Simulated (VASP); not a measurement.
# MgS (I4mm) in VASP: further runs

MgS is run at these levels: LDA; tasks: single point.

Everything below comes from runs of VASP 6.6.1. Logs are shortened: lines on timing, memory, paths and dates and some standing lists are left out, and cuts for length are marked.

### Step 1. The cell of the first run

Symmetry: I4mm, No. 107, tetragonal system. Conventional cell: a = 3.679 Å, b = 3.679 Å, c = 5.203 Å, α = 90.00°, β = 90.00°, γ = 90.00°. Mg (site symmetry 4mm) has 6 S at 2.53 to 2.68 Å within 3.3 Å. Within 3.3 Å of S (site symmetry 4mm) lie 6 Mg at 2.53 to 2.68 Å.

### Step 2. Single point, LDA

Contents of INCAR:

```
PREC = Accurate
ENCUT = 520
EDIFF = 1E-7
ISMEAR = 0
SIGMA = 0.05
LREAL = False
LASPH = True
NELM = 100
ALGO = Normal
ISIF = 2
LWAVE = False
LCHARG = False
GGA = CA
NBANDS = 11
```

Contents of KPOINTS:

```
Automatic mesh
0
Gamma
  8 8 8
```

Contents of POSCAR:

```
MgS
1.0
    0.0000000000      2.6016500000      2.6016500000
    2.6016500000      0.0000000000      2.6016500000
    2.6016500000      2.6016500000      0.0000000000
Mg S
1 1
Direct
    0.0000000000      0.0000000000      0.0000000000
    0.4855860704      0.4855860704      0.5144139296
```

Potentials or basis: VASP PAW LDA potentials, release 64 (Mg, S).

The run is started by

```
> cat potpaw_LDA.64/Mg/POTCAR potpaw_LDA.64/S/POTCAR > POTCAR
> mpirun -np 1 vasp_std > vasp.out
```

OUTCAR:

```text
PREC = Accurate
   ENCUT = 520
   EDIFF = 1E-7
   ISMEAR = 0
   LREAL = False
   LASPH = True
   NELM = 100
   ISIF = 2
   GGA = CA

 ion  position               nearest neighbor table
   1  0.000  0.000  0.000-   2 2.53   2 2.60   2 2.60   2 2.60   2 2.60   2 2.68
   2  0.486  0.486  0.514-   1 2.53   1 2.60   1 2.60   1 2.60   1 2.60   1 2.68

  LATTYP: Found a face centered cubic cell.
 ALAT       =     5.2033000000

  Lattice vectors:

 A1 = (   0.0000000000,   2.6016500000,   2.6016500000)
 A2 = (   2.6016500000,   0.0000000000,   2.6016500000)
 A3 = (   2.6016500000,   2.6016500000,   0.0000000000)

Analysis of symmetry for initial positions (statically):
=====================================================================
 Subroutine PRICEL returns:
 Original cell was already a primitive cell.

 Routine SETGRP: Setting up the symmetry group for a
 face centered cubic supercell.

 Subroutine GETGRP returns: Found  8 space group operations
 (whereof  8 operations were pure point group operations)
 out of a pool of 48 trial point group operations.

The static configuration has the point symmetry C_4v.

Analysis of symmetry for dynamics (positions and initial velocities):
=====================================================================
 Subroutine PRICEL returns:
 Original cell was already a primitive cell.

 Routine SETGRP: Setting up the symmetry group for a
 face centered cubic supercell.

 Subroutine GETGRP returns: Found  8 space group operations
 (whereof  8 operations were pure point group operations)
 out of a pool of 48 trial point group operations.

The dynamic configuration has the point symmetry C_4v.

 Subroutine INISYM returns: Found  8 space group operations
 (whereof  8 operations are pure point group operations),
 and found     1 'primitive' translations

----------------------------------------------------------------------------------------

                                     Primitive cell

  volume of cell :      35.2190

  direct lattice vectors                    reciprocal lattice vectors
     0.000000000  2.601650000  2.601650000    -0.192185728  0.192185728  0.192185728
     2.601650000  0.000000000  2.601650000     0.192185728 -0.192185728  0.192185728
     2.601650000  2.601650000  0.000000000     0.192185728  0.192185728 -0.192185728

  length of vectors
     3.679288715  3.679288715  3.679288715     0.332875446  0.332875446  0.332875446

  position of ions in fractional coordinates (direct lattice)
     0.000000000  0.000000000  0.000000000
     0.485586070  0.485586070  0.514413930

  ion indices of the primitive-cell ions
   primitive index   ion index
                 1           1
                 2           2

----------------------------------------------------------------------------------------

 KPOINTS: Automatic mesh

Automatic generation of k-mesh.
 Grid dimensions read from file:
 generate k-points for:    8    8    8

 Generating k-lattice:

  Cartesian coordinates                     Fractional coordinates (reciprocal lattice)
    -0.024023216  0.024023216  0.024023216     0.125000000  0.000000000  0.000000000
     0.024023216 -0.024023216  0.024023216     0.000000000  0.125000000  0.000000000
     0.024023216  0.024023216 -0.024023216     0.000000000  0.000000000  0.125000000

  Length of vectors
     0.041609431  0.041609431  0.041609431

  Shift w.r.t. Gamma in fractional coordinates (k-lattice)
     0.000000000  0.000000000  0.000000000

 Subroutine IBZKPT returns following result:
 ===========================================

 Found     59 irreducible k-points:

 Following reciprocal coordinates:
            Coordinates               Weight
  0.000000  0.000000  0.000000      1.000000
  0.125000  0.000000  0.000000      8.000000
  0.250000  0.000000  0.000000      8.000000
  0.375000  0.000000  0.000000      8.000000
  0.500000  0.000000  0.000000      4.000000
  0.125000  0.125000  0.000000      2.000000
[... 16 lines left out ...]
  0.000000  0.375000  0.250000     16.000000
  0.500000  0.250000  0.000000      8.000000
 [... further k-points ...]
   k-points           NKPTS =     59   k-points in BZ     NKDIM =     59   number of bands    NBANDS=     11
   number of dos      NEDOS =    301   number of ions     NIONS =      2
   total plane-waves  NPLWV =  21952
   dimension x,y,z NGX =    28 NGY =   28 NGZ =   28
   dimension x,y,z NGXF=    56 NGYF=   56 NGZF=   56
   ions per type =               1   1
   NGX,Y,Z   is equivalent  to a cutoff of  12.65, 12.65, 12.65 a.u.
   NGXF,Y,Z  is equivalent  to a cutoff of  25.30, 25.30, 25.30 a.u.
 SYSTEM =  unknown system
   PREC   = accura    normal or accurate (medium, high low for compatibility)
   ISTART =      0    job   : 0-new  1-cont  2-samecut
   ICHARG =      2    charge: 1-file 2-atom 10-const
   ISPIN  =      1    spin polarized calculation?
   LNONCOLLINEAR =      F non collinear calculations
   LSORBIT =      F    spin-orbit coupling
   LASPH  =      T    aspherical Exc in radial PAW
   ENCUT  =  520.0 eV  38.22 Ry    6.18 a.u.   6.84  6.84  6.84*2*pi/ulx,y,z
   NELM   =    100;   NELMIN=  2; NELMDL= -5     # of ELM steps
   EDIFF  = 0.1E-06   stopping-criterion for ELM
   LREAL  =      F    real-space projection
   EDIFFG = 0.1E-05   stopping-criterion for IOM
   NSW    =      0    number of steps for IOM
   IBRION =     -1    ionic relax: 0-MD 1-quasi-New 2-CG
   NFREE  =      0    steps in history (QN), initial steepest desc. (CG)
   ISIF   =      2    stress and relaxation
   ISYM   =      2    0-nonsym 1-usesym 2-fastsym
   POTIM  = 0.5000    time-step for ionic-motion
   TEBEG  =    0.0;   TEEND  =   0.0 temperature during run
   PSTRESS=    0.0 pullay stress
   NELECT =       8.0000    total number of electrons
   NUPDOWN=      -1.0000    fix difference up-down
   EMIN   =  10.00;   EMAX   =-10.00  energy-range for DOS
   EFERMI =   0.00;   METHOD = LEGACY
   ISMEAR =     0;   SIGMA  =   0.05  broadening in eV -4-tet -1-fermi 0-gaus
   EFERMI_NEDOS =   21; number of points for ismear=-14 and -15
   IALGO  =     38    algorithm
   IMIX   =      4    mixing-type and parameters
     AMIX     =   0.40;   BMIX     =  1.00
     AMIX_MAG =   1.60;   BMIX_MAG =  1.00
  volume/ion in A,a.u.               =      17.61       118.83
  Fermi-wavevector in a.u.,A,eV,Ry     =   0.998878  1.887606 13.575323  0.997758
  Thomas-Fermi vector in A             =   2.131131
   LORBIT       =      0    0 simple, 1 ext, 2 COOP (PROOUT), +10 PAW based schemes
   GGA     = CA    functional components
   LHFCALC =     F    Hartree Fock is set to
   AEXX    =    0.0000 exact exchange contribution
   IVDW    =     0    specifies the selected vdW correction
   LEPSILON=     F    determine dielectric tensor
   LRPA    =     F    only Hartree local field effects (RPA)
 non-spin polarized calculation
 Gauss-broadening in eV      SIGMA  =   0.05
  energy-cutoff  :      520.00
  volume of cell :       35.22
 maximum number of plane-waves:       960
   NGX = 13   NGY = 13   NGZ = 13

 number of electron       8.0000000 magnetization

 Free energy of the ion-electron system (eV)
  ---------------------------------------------------
  ext. energy  EPLUGINS =         0.00000000
  ---------------------------------------------------
  free energy    TOTEN  =        -9.56417440 eV

  energy without entropy =       -9.56417440  energy(sigma->0) =       -9.56417440

 E-fermi :   3.8244     XC(G=0):  -9.9866

 val. band max:        3.5797500654   @ k =   0.0000   0.0000   0.0000
 cond. band min:       6.1392621042   @ k =   0.0000   0.5000   0.5000
 fundamental gap:      2.5595120387
 Fermi energy:         3.8244443517

 k-point     1 :       0.0000    0.0000    0.0000
  band No.  band energies     occupation
      1      -9.0615      2.00000
      2       3.5701      2.00000
      3       3.5797      2.00000
      4       3.5798      2.00000
      5       7.0704      0.00000
      6      11.4143      0.00000
      7      11.4143      0.00000
      8      11.4245      0.00000
      9      13.8495      0.00000
     10      13.8652      0.00000
     11      15.9225      0.00000

 k-point     2 :       0.1250    0.0000    0.0000
  band No.  band energies     occupation
      1      -8.9083      2.00000
      2       2.4998      2.00000
      3       3.4720      2.00000
      4       3.4778      2.00000
      5       7.8900      0.00000
      6      11.0851      0.00000
      7      11.6601      0.00000
      8      11.6693      0.00000
      9      13.1668      0.00000
     10      13.1831      0.00000
     11      15.9821      0.00000

 k-point     3 :       0.2500    0.0000    0.0000
  band No.  band energies     occupation
      1      -8.4928      2.00000
      2       0.7195      2.00000
      3       3.2505      2.00000
      4       3.2561      2.00000
      5       8.3541      0.00000
      6      11.2516      0.00000
      7      11.2546      0.00000
      8      11.7226      0.00000
      9      13.7468      0.00000
     10      13.7625      0.00000
     11      15.1881      0.00000

 k-point     4 :       0.3750    0.0000    0.0000
  band No.  band energies     occupation
      1      -7.9832      2.00000
      2      -0.7399      2.00000
      3       3.0560      2.00000
      4       3.0614      2.00000
      5       8.0923      0.00000
      6      10.5730      0.00000
      7      10.5799      0.00000
      8      13.1075      0.00000
      9      14.9308      0.00000
     10      15.7154      0.00000
     11      15.7356      0.00000
[... 239 lines left out ...]
 k-point    22 :       0.3750    0.2500    0.0000
  band No.  band energies     occupation
      1      -7.9227      2.00000
      2       0.1269      2.00000
      3       2.0774      2.00000
      4       2.3628      2.00000
      5       7.8579      0.00000
      6       9.1310      0.00000
      7      12.0220      0.00000
      8      13.2724      0.00000
      9      15.0752      0.00000
     10      16.5104      0.00000
     11      18.9075      0.00000

 k-point    23 :       0.0000    0.3750    0.2500
  band No.  band energies     occupation
      1      -7.9228      2.00000
      2       0.1291      2.00000
      3       2.0766      2.00000
      4       2.3606      2.00000
      5       7.8596      0.00000
      6       9.1250      0.00000
      7      12.0194      0.00000
      8      13.2762      0.00000
      9      15.0762      0.00000
     10      16.5179      0.00000
     11      18.9003      0.00000

 k-point    24 :       0.5000    0.2500    0.0000
  band No.  band energies     occupation
      1      -7.5614      2.00000
      2      -0.5265      2.00000
      3       1.3330      2.00000
      4       2.3588      2.00000
      5       7.7948      0.00000
      6      10.1931      0.00000
      7      12.2292      0.00000
      8      12.4038      0.00000
      9      15.9660      0.00000
     10      18.1164      0.00000
     11      18.9091      0.00000

 [... further k-points ...]
[... 5 lines left out ...]
  --------------------------------------------------------------------------------------
  -------------------------------------------------------------------------------------
  Total       -0.8545399     -0.8545399     -0.7065097      0.0000000     -0.0000000      0.0000000
  in kB      -38.8746358    -38.8746358    -32.1404595      0.0000000     -0.0000000      0.0000000
  external PRESSURE =     -36.6299104 kB  Pullay stress =       0.0000000 kB

 VOLUME and BASIS-vectors are now :
 -----------------------------------------------------------------------------
  energy-cutoff  :      520.00
  volume of cell :       35.22
      direct lattice vectors                 reciprocal lattice vectors
     0.000000000  2.601650000  2.601650000    -0.192185728  0.192185728  0.192185728
     2.601650000  0.000000000  2.601650000     0.192185728 -0.192185728  0.192185728
     2.601650000  2.601650000  0.000000000     0.192185728  0.192185728 -0.192185728

 POSITION                                       TOTAL-FORCE (eV/Angst)
 -----------------------------------------------------------------------------------
      0.00000      0.00000      0.00000         0.000000      0.000000     -0.194372
      2.60165      2.60165      2.52665         0.000000      0.000000      0.194372
 -----------------------------------------------------------------------------------
    total drift:                                0.000000      0.000000      0.000011

  FREE ENERGIE OF THE ION-ELECTRON SYSTEM (eV)
  ---------------------------------------------------
  free  energy   TOTEN  =        -9.5641743970 eV

  energy  without entropy=       -9.5641743970  energy(sigma->0) =       -9.56417440
```

It took 10 s on 1 thread of AMD EPYC 9R45 (Zen 5), shared host; peak memory 0.12 GiB.

What came out:

```yaml
Free_energy: -9.5642 eV
Pressure: -3.7 GPa
Largest_force: 0.194 eV/Å
Band_gap_on_the_k_mesh: 2.56 eV, indirect (least direct gap 3.49 eV)
```

Forces in eV/Å, atoms in the order of the input:
```
Mg   0.000  0.000 -0.194
S    0.000  0.000  0.194
```

Levels at points of the mesh, in eV from the valence-band top:
```
           k point  band 1  band 2  band 3  band 4  band 5  band 6  band 7  band 8
(0.00, 0.00, 0.00)  -12.64   -0.01    0.00    0.00    3.49    7.83    7.83    7.84
(0.50, 0.00, 0.00)  -11.31   -4.91   -0.60   -0.59    4.38    6.74    6.75    9.83
(0.50, 0.50, 0.00)  -10.93   -4.25   -1.71   -1.71    2.56    4.25   11.78   12.77
(0.00, 0.50, 0.50)  -10.93   -4.25   -1.71   -1.71    2.56    4.25   11.79   12.75
```

Caveat: the cell differs from its parent crystal (all S atoms moved +0.075 Å, as atom 2 towards its neighbour atom 1 (Mg) at 2.602 Å).

### Step 3. Single point, LDA

Contents of INCAR:

```
SYSTEM = MgS
ALGO = Normal ; EDIFF = 1E-6
ENCUT = 520 ; GGA = CA
ISIF = 2 ; ISMEAR = 0
LASPH = .True. ; LCHARG = .False.
LREAL = .False. ; LWAVE = .False.
NBANDS = 11 ; NELM = 100
PREC = Accurate ; SIGMA = 0.05
```

Contents of KPOINTS:

```
k-points
0
Gamma
  8 8 8
  0 0 0
```

POSCAR, as its differences from that of step 2:

```diff
@@ -9,2 +9,2 @@
     0.0000000000      0.0000000000      0.0000000000
-    0.4855860704      0.4855860704      0.5144139296
+    0.4951953568      0.4951953568      0.5048046432
```

Potentials or basis: VASP PAW LDA potentials, release 64 (Mg, S).

The run is started by

```
> cat potpaw_LDA.64/Mg/POTCAR potpaw_LDA.64/S/POTCAR > POTCAR
> mpirun -np 1 vasp_std > vasp.out
```

It took 10 s on 1 thread of AMD EPYC 9R45 (Zen 5), shared host; peak memory 0.12 GiB.

It converged, with:

| Item | Value |
| --- | --- |
| Free energy | -9.5705 eV |
| Pressure | -3.8 GPa |
| Largest force | 0.063 eV/Å |
| Band gap on the k mesh | 2.56 eV, indirect (least direct gap 3.49 eV) |

Forces in eV/Å, atoms in the order of the input:
```
Mg   0.000  0.000 -0.063
S    0.000  0.000  0.063
```

Levels at points of the mesh, in eV from the valence-band top:
| k point | band 1 | band 2 | band 3 | band 4 | band 5 | band 6 | band 7 | band 8 | band 9 |
| --- | --- | --- | --- | --- | --- | --- | --- | --- | --- |
| (0.00, 0.00, 0.00) | -12.64 | 0.00 | 0.00 | 0.00 | 3.49 | 7.84 | 7.84 | 7.84 | 10.27 |
| (0.50, 0.00, 0.00) | -11.31 | -4.91 | -0.59 | -0.59 | 4.38 | 6.74 | 6.74 | 9.84 | 11.94 |
| (0.50, 0.50, 0.00) | -10.93 | -4.25 | -1.71 | -1.71 | 2.56 | 4.25 | 11.79 | 12.76 | 13.09 |
| (0.00, 0.50, 0.50) | -10.93 | -4.25 | -1.71 | -1.71 | 2.56 | 4.25 | 11.79 | 12.76 | 13.09 |

Caveat: the cell differs from its parent crystal (all S atoms moved +0.025 Å, as atom 2 towards its neighbour atom 1 (Mg) at 2.602 Å).
